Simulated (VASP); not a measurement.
# BiTe5: single point with PBE

The system is BiTe5.

```
CELL_PARAMETERS angstrom
3.71014 0.00000 0.00000
0.00000 3.71014 0.00000
0.00000 0.00000 15.71604
ATOMIC_POSITIONS crystal
Bi 0.50000 0.50000 0.00000
Te 0.50000 0.50000 0.33448
Te 0.50000 0.50000 0.66552
Te 0.00000 0.00000 0.17599
Te 0.00000 0.00000 0.82401
Te 0.00000 0.00000 0.50000
```

The cell was built from a structure type or drawn by symmetry, and may not be a known phase.

```yaml
Program: VASP 6.6.1
Task: single point
Functional: PBE
Potentials_or_basis: VASP PAW PBE potentials, release 64 (Bi_d, Te)
Cutoff: 520 eV
k_mesh: 6 × 6 × 1
Occupations: gaussian, width 0.1 eV
Spin: no spin polarisation
Dipole_correction: no
Further_INCAR_settings: ALGO = Normal; EDIFF = 1e-06; NBANDS = 32
```

- Pressure: -6.7 GPa
- Largest force: 0.116 eV/Å
- Band gap on the k mesh: zero (an odd number of electrons rules out a gap without spin polarisation)

Forces on the atoms (eV/Å):
```
Bi   0.000  0.000  0.000
Te   0.000  0.000  0.116
Te   0.000  0.000 -0.116
Te   0.000  0.000 -0.012
Te   0.000  0.000  0.012
Te   0.000  0.000  0.000
```

Stress tensor (GPa, compression positive):
```
-6.17  0.00  0.00
 0.00 -6.17  0.00
 0.00  0.00 -7.73
```

Levels at points of the mesh, in eV from the Fermi level:
```csv
k point,band 17,band 18,band 19,band 20,band 21,band 22,band 23,band 24,band 25,band 26
"(0.00, 0.00, 0.00)",-0.34,-0.34,0.08,0.11,0.11,0.37,1.12,1.12,1.44,1.44
"(0.50, 0.00, 0.00)",-2.77,-1.67,-1.36,0.52,0.54,0.54,0.88,0.93,0.93,0.95
"(0.50, 0.50, 0.00)",-3.24,-1.82,-1.82,-1.80,-1.80,-1.42,-1.37,-1.36,-1.07,-0.76
```

Run time: 3 min on 1 thread of Intel Xeon 8259CL, with other jobs on the host, peak memory 0.32 GiB.

Caveat: the k points lie up to 0.40 Å⁻¹ apart, too coarse for converged energies and pressures of a metal; spin-orbit coupling is left out, which moves the levels of the heavy elements.
